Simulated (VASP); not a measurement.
# Al in VASP: settings compared

Aim: see how the results for Al move with the level of theory and the settings. Levels: PBE, r2SCAN. Tasks: single point, relaxation of cell and atoms.

Program: VASP 6.6.1. These are calculated values, not measurements. Logs are shortened: lines on timing, memory, paths and dates and some standing lists are left out, and cuts for length are marked.

### Step 1. The cell of the first run

Symmetry: Im-3m, No. 229, cubic system. The conventional cell has a = 3.235 Å, b = 3.235 Å, c = 3.235 Å, α = 90.00°, β = 90.00°, γ = 90.00°. Al (site symmetry m-3m) has 14 Al at 2.80 to 3.24 Å within 3.7 Å.

The cell was built from a structure type or drawn by symmetry, and may not be a known phase.

### Step 2. Single point, PBE

INCAR

```
SYSTEM = Al
PREC     = Accurate       ! precision mode
ENCUT    = 520            ! plane-wave cutoff, eV
EDIFF    = 1E-6           ! SCF threshold, eV
ISMEAR   = 0              ! smearing method
SIGMA    = 0.1            ! smearing width, eV
LREAL    = .FALSE.        ! projectors in reciprocal space
LASPH    = .TRUE.         ! aspherical terms in the spheres
NELM     = 100            ! most SCF steps
ALGO     = Normal         ! electronic algorithm
ISIF     = 2              ! what is computed and relaxed
LWAVE    = .FALSE.        ! write WAVECAR
LCHARG   = .FALSE.        ! write CHGCAR
GGA      = PE             ! functional
NBANDS   = 8              ! bands
```

KPOINTS

```
regular mesh
0
G
  24 24 24
  0 0 0
```

POSCAR

```
Al
1.0
   -1.6175318002      1.6175318002      1.6175318002
    1.6175318002     -1.6175318002      1.6175318002
    1.6175318002      1.6175318002     -1.6175318002
Al
1
Direct
    0.0000000000      0.0000000000      0.0000000000
```

Potentials or basis: VASP PAW PBE potentials, release 64 (Al).

The run is started by

```
> cat potpaw_PBE.64/Al/POTCAR > POTCAR
> mpirun -np 1 vasp_std > vasp.out
```

OUTCAR:

```text
SYSTEM = Al
   PREC = Accurate
   ENCUT = 520
   EDIFF = 1E-6
   ISMEAR = 0
   LREAL = .FALSE.
   LASPH = .TRUE.
   NELM = 100
   ISIF = 2
   GGA = PE

 ion  position               nearest neighbor table
   1  0.000  0.000  0.000-

  LATTYP: Found a body centered cubic cell.
 ALAT       =     3.2350636004

  Lattice vectors:

 A1 = (  -1.6175318002,   1.6175318002,   1.6175318002)
 A2 = (   1.6175318002,  -1.6175318002,   1.6175318002)
 A3 = (   1.6175318002,   1.6175318002,  -1.6175318002)

Analysis of symmetry for initial positions (statically):
=====================================================================
 Subroutine PRICEL returns:
 Original cell was already a primitive cell.

 Routine SETGRP: Setting up the symmetry group for a
 body centered cubic supercell.

 Subroutine GETGRP returns: Found 48 space group operations
 (whereof 48 operations were pure point group operations)
 out of a pool of 48 trial point group operations.

The static configuration has the point symmetry O_h .

Analysis of symmetry for dynamics (positions and initial velocities):
=====================================================================
 Subroutine PRICEL returns:
 Original cell was already a primitive cell.

 Routine SETGRP: Setting up the symmetry group for a
 body centered cubic supercell.

 Subroutine GETGRP returns: Found 48 space group operations
 (whereof 48 operations were pure point group operations)
 out of a pool of 48 trial point group operations.

The dynamic configuration has the point symmetry O_h .

 Subroutine INISYM returns: Found 48 space group operations
 (whereof 48 operations are pure point group operations),
 and found     1 'primitive' translations

----------------------------------------------------------------------------------------

                                     Primitive cell

  volume of cell :      16.9285

  direct lattice vectors                    reciprocal lattice vectors
    -1.617531800  1.617531800  1.617531800     0.000000000  0.309112934  0.309112934
     1.617531800 -1.617531800  1.617531800     0.309112934  0.000000000  0.309112934
     1.617531800  1.617531800 -1.617531800     0.309112934  0.309112934  0.000000000

  length of vectors
     2.801647261  2.801647261  2.801647261     0.437151703  0.437151703  0.437151703

  position of ions in fractional coordinates (direct lattice)
     0.000000000  0.000000000  0.000000000

  ion indices of the primitive-cell ions
   primitive index   ion index
                 1           1

----------------------------------------------------------------------------------------

 KPOINTS: regular mesh

Automatic generation of k-mesh.
 Grid dimensions read from file:
 generate k-points for:   24   24   24

 Generating k-lattice:

  Cartesian coordinates                     Fractional coordinates (reciprocal lattice)
     0.000000000  0.012879706  0.012879706     0.041666667  0.000000000  0.000000000
     0.012879706  0.000000000  0.012879706     0.000000000  0.041666667  0.000000000
     0.012879706  0.012879706  0.000000000     0.000000000  0.000000000  0.041666667

  Length of vectors
     0.018214654  0.018214654  0.018214654

  Shift w.r.t. Gamma in fractional coordinates (k-lattice)
     0.000000000  0.000000000  0.000000000

 Subroutine IBZKPT returns following result:
 ===========================================

 Found    413 irreducible k-points:

 Following reciprocal coordinates:
            Coordinates               Weight
  0.000000  0.000000  0.000000      1.000000
  0.041667  0.000000  0.000000     12.000000
  0.083333  0.000000  0.000000     12.000000
  0.125000  0.000000  0.000000     12.000000
  0.166667  0.000000  0.000000     12.000000
  0.208333  0.000000  0.000000     12.000000
[... 16 lines left out ...]
  0.416667  0.041667  0.000000     48.000000
  0.458333  0.041667  0.000000     48.000000
 [... further k-points ...]
   k-points           NKPTS =    413   k-points in BZ     NKDIM =    413   number of bands    NBANDS=      8
   number of dos      NEDOS =    301   number of ions     NIONS =      1
   total plane-waves  NPLWV =  13824
   dimension x,y,z NGX =    24 NGY =   24 NGZ =   24
   dimension x,y,z NGXF=    48 NGYF=   48 NGZF=   48
   ions per type =               1
   NGX,Y,Z   is equivalent  to a cutoff of  14.24, 14.24, 14.24 a.u.
   NGXF,Y,Z  is equivalent  to a cutoff of  28.48, 28.48, 28.48 a.u.
 SYSTEM =  Al
   PREC   = accura    normal or accurate (medium, high low for compatibility)
   ISTART =      0    job   : 0-new  1-cont  2-samecut
   ICHARG =      2    charge: 1-file 2-atom 10-const
   ISPIN  =      1    spin polarized calculation?
   LNONCOLLINEAR =      F non collinear calculations
   LSORBIT =      F    spin-orbit coupling
   LASPH  =      T    aspherical Exc in radial PAW
   ENCUT  =  520.0 eV  38.22 Ry    6.18 a.u.   5.21  5.21  5.21*2*pi/ulx,y,z
   NELM   =    100;   NELMIN=  2; NELMDL= -5     # of ELM steps
   EDIFF  = 0.1E-05   stopping-criterion for ELM
   LREAL  =      F    real-space projection
[... 7 lines left out ...]
   TEBEG  =    0.0;   TEEND  =   0.0 temperature during run
   PSTRESS=    0.0 pullay stress
   NELECT =       3.0000    total number of electrons
   NUPDOWN=      -1.0000    fix difference up-down
   EMIN   =  10.00;   EMAX   =-10.00  energy-range for DOS
   EFERMI =   0.00;   METHOD = LEGACY
   ISMEAR =     0;   SIGMA  =   0.10  broadening in eV -4-tet -1-fermi 0-gaus
   EFERMI_NEDOS =   21; number of points for ismear=-14 and -15
   IALGO  =     38    algorithm
   IMIX   =      4    mixing-type and parameters
     AMIX     =   0.40;   BMIX     =  1.00
     AMIX_MAG =   1.60;   BMIX_MAG =  1.00
  volume/ion in A,a.u.               =      16.93       114.24
  Fermi-wavevector in a.u.,A,eV,Ry     =   0.919551  1.737699 11.504730  0.845574
  Thomas-Fermi vector in A             =   2.044757
   LORBIT       =      0    0 simple, 1 ext, 2 COOP (PROOUT), +10 PAW based schemes
   GGA     = PE    functional components
   LHFCALC =     F    Hartree Fock is set to
   AEXX    =    0.0000 exact exchange contribution
   IVDW    =     0    specifies the selected vdW correction
   LEPSILON=     F    determine dielectric tensor
   LRPA    =     F    only Hartree local field effects (RPA)
 non-spin polarized calculation
 Gauss-broadening in eV      SIGMA  =   0.10
  energy-cutoff  :      520.00
  volume of cell :       16.93
 maximum number of plane-waves:       470
 NGX is ok and might be reduce to    24

 number of electron       3.0000000 magnetization

 Free energy of the ion-electron system (eV)
  ---------------------------------------------------
  ext. energy  EPLUGINS =         0.00000000
  ---------------------------------------------------
  free energy    TOTEN  =        -3.65160745 eV

  energy without entropy =       -3.64970296  energy(sigma->0) =       -3.65065521

 E-fermi :   7.7165     XC(G=0): -10.1086

 val. band max:        7.6946910380   @ k =   0.3333   0.2500   0.0833
 cond. band min:       7.7431140182   @ k =  -0.3750   0.4167   0.1667
 fundamental gap:      0.0484229802
 Fermi energy:         7.7164724426

 k-point     1 :       0.0000    0.0000    0.0000
  band No.  band energies     occupation
      1      -3.2183      2.00000
      2      20.8501      0.00000
      3      20.8501      0.00000
      4      20.8501      0.00000
      5      22.0661      0.00000
      6      22.0661      0.00000
      7      22.0661      0.00000
      8      23.8583      0.00000

 k-point     2 :       0.0417    0.0000    0.0000
  band No.  band energies     occupation
      1      -3.1692      2.00000
      2      20.0962      0.00000
      3      20.3585      0.00000
      4      20.6369      0.00000
      5      21.8691      0.00000
      6      22.4393      0.00000
      7      22.6399      0.00000
      8      23.3184      0.00000

 k-point     3 :       0.0833    0.0000    0.0000
  band No.  band energies     occupation
      1      -3.0218      2.00000
      2      18.6464      0.00000
      3      19.5988      0.00000
      4      20.1127      0.00000
      5      21.3768      0.00000
      6      22.5144      0.00000
      7      23.0284      0.00000
      8      23.6454      0.00000

 k-point     4 :       0.1250    0.0000    0.0000
  band No.  band energies     occupation
      1      -2.7766      2.00000
      2      16.9880      0.00000
      3      18.8696      0.00000
      4      19.4604      0.00000
      5      20.7636      0.00000
      6      21.9094      0.00000
      7      23.5034      0.00000
      8      24.0294      0.00000

 k-point     5 :       0.1667    0.0000    0.0000
  band No.  band energies     occupation
      1      -2.4340      2.00000
      2      15.2845      0.00000
      3      18.2075      0.00000
      4      18.7914      0.00000
      5      20.1394      0.00000
      6      21.3500      0.00000
      7      24.0131      0.00000
      8      24.2763      0.00000

 k-point     6 :       0.2083    0.0000    0.0000
  band No.  band energies     occupation
      1      -1.9946      2.00000
      2      13.6019      0.00000
      3      17.6208      0.00000
      4      18.1591      0.00000
      5      19.5542      0.00000
      6      20.8352      0.00000
      7      24.5669      0.00000
      8      24.6100      0.00000

 k-point     7 :       0.2500    0.0000    0.0000
  band No.  band energies     occupation
      1      -1.4594      2.00000
      2      11.9693      0.00000
      3      17.1119      0.00000
      4      17.5896      0.00000
      5      19.0306      0.00000
      6      20.3666      0.00000
      7      25.0239      0.00000
      8      25.1798      0.00000
[... 133 lines left out ...]
 k-point    20 :       0.2917    0.0417    0.0000
  band No.  band energies     occupation
      1      -0.4430      2.00000
      2       9.6765      0.00000
      3      15.7709      0.00000
      4      16.7980      0.00000
      5      18.7986      0.00000
      6      20.2371      0.00000
      7      25.1260      0.00000
      8      26.8913      0.00000

 k-point    21 :       0.3333    0.0417    0.0000
  band No.  band energies     occupation
      1       0.3267      2.00000
      2       8.2189      0.00000
      3      15.4313      0.00000
      4      16.4597      0.00000
      5      18.4597      0.00000
      6      19.9347      0.00000
      7      25.7699      0.00000
      8      27.5928      0.00000

 k-point    22 :       0.3750    0.0417   -0.0000
  band No.  band energies     occupation
      1       1.1875      2.00000
      2       6.8406      2.00000
      3      15.1751      0.00000
      4      16.2056      0.00000
      5      18.2035      0.00000
      6      19.7010      0.00000
      7      26.4689      0.00000
      8      28.2961      0.00000

 k-point    23 :       0.4167    0.0417    0.0000
  band No.  band energies     occupation
      1       2.1363      2.00000
      2       5.5462      2.00000
      3      15.0037      0.00000
      4      16.0360      0.00000
      5      18.0317      0.00000
      6      19.5421      0.00000
      7      27.1863      0.00000
      8      28.8554      0.00000

 k-point    24 :       0.4583    0.0417    0.0000
  band No.  band energies     occupation
      1       3.1567      2.00000
      2       4.3527      2.00000
      3      14.9177      0.00000
      4      15.9512      0.00000
      5      17.9456      0.00000
      6      19.4617      0.00000
      7      27.7896      0.00000
      8      28.9729      0.00000

 [... further k-points ...]

------------------------ aborting loop because EDIFF is reached ----------------------------------------

  FORCE on cell =-STRESS in cart. coord.  units (eV):
  Direction    XX          YY          ZZ          XY          YZ          ZX
  --------------------------------------------------------------------------------------
  -------------------------------------------------------------------------------------
  Total       -0.0044556     -0.0044556     -0.0044556     -0.0000000     -0.0000000      0.0000000
  in kB       -0.4216986     -0.4216986     -0.4216986     -0.0000000     -0.0000000      0.0000000
  external PRESSURE =      -0.4216986 kB  Pullay stress =       0.0000000 kB

 VOLUME and BASIS-vectors are now :
 -----------------------------------------------------------------------------
  energy-cutoff  :      520.00
  volume of cell :       16.93
      direct lattice vectors                 reciprocal lattice vectors
    -1.617531800  1.617531800  1.617531800     0.000000000  0.309112934  0.309112934
     1.617531800 -1.617531800  1.617531800     0.309112934  0.000000000  0.309112934
     1.617531800  1.617531800 -1.617531800     0.309112934  0.309112934  0.000000000

 POSITION                                       TOTAL-FORCE (eV/Angst)
 -----------------------------------------------------------------------------------
      0.00000      0.00000      0.00000        -0.000000      0.000000      0.000000
 -----------------------------------------------------------------------------------
    total drift:                                0.000000      0.000000      0.000000

  FREE ENERGIE OF THE ION-ELECTRON SYSTEM (eV)
  ---------------------------------------------------
  free  energy   TOTEN  =        -3.6516074539 eV

  energy  without entropy=       -3.6497029591  energy(sigma->0) =       -3.65065521
```

Run time: 55 s. Hardware: 1 thread of Intel Xeon 8259CL, shared host; peak memory 0.17 GiB.

Results:

| Property | Result |
| --- | --- |
| Free energy | -3.6516 eV |
| Pressure | 0.0 GPa |
| Band gap on the k mesh | zero (an odd number of electrons rules out a gap without spin polarisation) |

### Step 3. Single point, PBE

This run uses another cell than the first one: it holds 6 atoms, not 1.

INCAR

```
PREC = Accurate
ENCUT = 520
EDIFF = 1E-6
ISMEAR = 0
SIGMA = 0.1
LREAL = False
LASPH = True
NELM = 60
ALGO = Fast
ISIF = 2
LWAVE = False
LCHARG = False
GGA = PE
NBANDS = 18
```

KPOINTS

```
Automatic mesh
0
Gamma
  6 6 4
```

POSCAR

```
Al
1.0
    4.5988998817      0.0000000029      0.0000000000
   -2.2994499434      3.9827641256      0.0000000000
    0.0000000000      0.0000000000      5.5154293042
Al
6
Direct
    0.0013545744      0.3336170999      0.3706815818
    0.6663829001      0.6677374745      0.0373482485
    0.3322625255      0.9986454256      0.7040149152
    0.3344792287      0.0013725546      0.2043887048
    0.9986274454      0.3331066741      0.8710553715
    0.6668933259      0.6655207713      0.5377220382
```

Potentials or basis: VASP PAW PBE potentials, release 64 (Al).

The run is started by

```
> cat potpaw_PBE.64/Al/POTCAR > POTCAR
> mpirun -np 1 vasp_std > vasp.out
```

Wall time 73 s (1 thread of Intel Xeon 8259CL, shared host); peak memory 0.22 GiB.

It converged, with:

```yaml
Free_energy: -21.9688 eV
Pressure: -0.1 GPa
Largest_force: 0.010 eV/Å
Band_gap_on_the_k_mesh: zero (bands 9 and 10 overlap by 3.39 eV)
```

Forces in eV/Å, atoms in the order of the input:
```
Al  -0.004 -0.002  0.008
Al   0.003 -0.003  0.008
Al   0.001  0.004  0.008
Al  -0.003 -0.005 -0.008
Al   0.005  0.000 -0.008
Al  -0.003  0.005 -0.008
```

Stress tensor (GPa, compression positive):
```
 0.00  0.00  0.00
 0.00  0.00  0.00
 0.00  0.00 -0.27
```

Levels at points of the mesh, in eV from the Fermi level:
```csv
k point,band 6,band 7,band 8,band 9,band 10,band 11,band 12,band 13
"(0.00, 0.00, 0.00)",-2.03,-2.03,-1.35,-1.35,1.81,2.00,2.00,2.50
"(0.50, 0.00, 0.00)",-3.87,-3.86,-3.60,0.32,0.32,0.82,0.82,4.47
"(0.00, 0.00, 0.50)",-0.90,-0.90,-0.89,-0.89,-0.88,-0.77,-0.76,-0.25
"(0.50, 0.00, 0.50)",-3.07,-2.69,-2.69,1.87,1.87,1.92,1.92,4.97
```

### Step 4. Single point, r2SCAN

POSCAR

```
Al
1.0
   -1.6175318002      1.6175318002      1.6175318002
    1.6175318002     -1.6175318002      1.6175318002
    1.6175318002      1.6175318002     -1.6175318002
Al
1
Direct
    0.0000000000      0.0000000000      0.0000000000
```

INCAR.step1

```
SYSTEM = Al
PREC = Accurate ; ENCUT = 520
ISMEAR = 0 ; SIGMA = 0.1
LREAL = .FALSE. ; LASPH = .TRUE.
NELM = 100 ; NBANDS = 8
GGA = PE ; ALGO = Normal
EDIFF = 1E-4 ; LWAVE = .TRUE.
LCHARG = .FALSE.
```

INCAR.step2

```
SYSTEM = Al
PREC = Accurate ; ENCUT = 520
EDIFF = 1E-6 ; ISMEAR = 0
SIGMA = 0.1 ; LREAL = .FALSE.
LASPH = .TRUE. ; NELM = 100
ALGO = Normal ; ISIF = 2
LWAVE = .FALSE. ; LCHARG = .FALSE.
METAGGA = R2SCAN ; LMIXTAU = .TRUE.
NBANDS = 8 ; ISTART = 1
```

KPOINTS

```
Automatic mesh
0
G
  24 24 24
  0 0 0
```

The run is started by

```
> cat potpaw_PBE.64/Al/POTCAR > POTCAR
> cp INCAR.step1 INCAR
> mpirun -np 1 vasp_std > vasp.out
> cp INCAR.step2 INCAR
> mpirun -np 1 vasp_std > vasp.out
```

It took 3.2 min on 1 thread of Intel Xeon 8259CL, shared host; peak memory 0.17 GiB.

The run converged. Its results:

```
Free energy            : -6.6164 eV
Pressure               : -3.5 GPa
Band gap on the k mesh : zero (an odd number of electrons rules out a gap without spin polarisation)
```

Levels at points of the mesh, in eV from the Fermi level:
```
           k point  band 1  band 2  band 3  band 4  band 5  band 6
(0.00, 0.00, 0.00)  -11.68   13.88   13.88   13.88   15.52   15.52
(0.50, 0.00, 0.00)   -4.62   -3.98    8.62    8.62   10.45   12.03
(0.50, 0.50, 0.50)    1.96    1.96    1.96    3.01    3.01    6.15
```

Caveat: the cell stands under tension; the PAW data sets were made with another functional, which shifts forces and pressure a little.

### Step 5. Relaxation of cell and atoms, PBE

This run uses another cell than the first one, of 16.84 Å³/atom.

INCAR

```
SYSTEM = Al
PREC = Accurate
ENCUT = 600
EDIFF = 1E-7
ISMEAR = 0
SIGMA = 0.1
LREAL = .False.
LASPH = .True.
NELM = 60
ALGO = Normal
ISIF = 3
LWAVE = .False.
LCHARG = .False.
GGA = PE
IBRION = 2
NSW = 100
EDIFFG = -0.01
```

KPOINTS

```
regular mesh
0
Gamma
  24 24 24
  0 0 0
```

POSCAR

```
Al
1.0
   -1.6147720924      1.6147720924      1.6147720924
    1.6147720924     -1.6147720924      1.6147720924
    1.6147720924      1.6147720924     -1.6147720924
Al
1
Direct
    0.0000000000      0.0000000000      0.0000000000
```

The run is started by

```
> cat potpaw_PBE.64/Al/POTCAR > POTCAR
> mpirun -np 1 vasp_std > vasp.out
```

Run time: 43 s. Hardware: 1 thread of Intel Xeon 8259CL, shared host; peak memory 0.17 GiB.

It converged, with:

| Item | Value |
| --- | --- |
| Free energy | -3.6517 eV |
| Relaxed volume | 16.92 Å³/atom |
| Relaxed cell | a = 2.801 Å, b = 2.801 Å, c = 2.801 Å, α = 109.47°, β = 109.47°, γ = 109.47° |
| Space group after relaxing (to 0.1 Å) | Im-3m (No. 229) |
| Energy gained by relaxing | 0.1 meV/atom |
| Ionic steps | 2 |
| Pressure after relaxing | 0.0 GPa |
| Band gap on the k mesh | zero (an odd number of electrons rules out a gap without spin polarisation) |

Final structure:
```
CELL_PARAMETERS angstrom
-1.61739 1.61739 1.61739
1.61739 -1.61739 1.61739
1.61739 1.61739 -1.61739
ATOMIC_POSITIONS crystal
Al 0.00000 0.00000 0.00000
```

Levels at points of the mesh, in eV from the Fermi level:
```csv
k point,band 1,band 2,band 3,band 4,band 5
"(0.00, 0.00, 0.00)",-10.94,13.14,13.14,13.14,14.35
"(0.50, 0.00, 0.00)",-4.20,-3.81,7.99,8.23,9.82
"(0.50, 0.50, 0.50)",1.84,1.84,1.84,3.05,3.05
```

### Step 6. The runs side by side

```csv
task,level,cell,k mesh,cutoff (eV),gap on the mesh (eV),pressure (GPa)
single point,PBE,"a = 2.802 Å, angles 109.5°, 1 atom, atomic positions A",24 × 24 × 24,520,none,0.0
single point,PBE,"a = 4.599, b = 4.599, c = 5.515 Å, angles 90.0, 90.0, 120.0°, 6 atoms, atomic positions B",6 × 6 × 4,520,none,-0.1
single point,r2SCAN,"a = 2.802 Å, angles 109.5°, 1 atom, atomic positions A",24 × 24 × 24,520,none,-3.5
relaxation of cell and atoms,PBE,"relaxed from a = 2.797 Å, angles 109.5°, 1 atom, atomic positions A",24 × 24 × 24,600,none,0.0
```

Alike in all rows: potentials or basis VASP PAW PBE potentials, release 64 (Al); no spin polarisation; smearing gaussian 0.1 eV.

Caveats: the cell stands under tension (at least some runs); the PAW data sets were made with another functional, which shifts forces and pressure a little (at least some runs).

Total energies depend on the potentials used, so only differences within one code and one set of settings carry meaning.
